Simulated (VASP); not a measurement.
Here is a VASP 6.6.1 calculation.

File INCAR:

```
SYSTEM = Si2W
  PREC = Accurate
  ENCUT = 520
  EDIFF = 1E-6
  ISMEAR = 0
  SIGMA = 0.15
  LREAL = .False.
  LASPH = .True.
  NELM = 80
  ALGO = Normal
  ISIF = 2
  LWAVE = .False.
  LCHARG = .False.
  GGA = PS
  NBANDS = 43
```

File KPOINTS:

```
Automatic mesh
0
Gamma
  12 12 6
  0 0 0
```

File POSCAR:

```
Si2W
1.0
    4.4616844367      0.0000000000      0.0000000000
   -2.2308422184      3.8639320658      0.0000000000
    0.0000000000      0.0000000000      6.9334728433
Si W
6 3
Direct
    0.8361793875      0.6723587749      0.5000000000
    0.1638206125      0.8361793875      0.8333333333
    0.6723587749      0.8361793875      0.1666666667
    0.1638206125      0.3276412251      0.5000000000
    0.8361793875      0.1638206125      0.8333333333
    0.3276412251      0.1638206125      0.1666666667
    0.0000000000      0.5000000000      0.1666666667
    0.5000000000      0.5000000000      0.8333333333
    0.5000000000      0.0000000000      0.5000000000
```

Potentials or basis: VASP PAW PBE potentials, release 64 (Si, W_sv).

Command:

```bash
$ cat potpaw_PBE.64/Si/POTCAR potpaw_PBE.64/W_sv/POTCAR > POTCAR
$ mpirun -np 1 vasp_std > vasp.out
```

(1) What does it give for the pressure?

(2) What does it give for the band gap on the k mesh?

Results:

(1) 1.8 GPa.

(2) 0.36 eV (least direct gap 0.63 eV).

Caveat: the cell differs from its parent crystal (strain -0.025 along x and y, +0.050 along z); the stress differs along the axes, from -11 to 8 GPa; the PAW data sets were made with another functional, which shifts forces and pressure a little; spin-orbit coupling is left out, which moves the levels of the heavy elements.
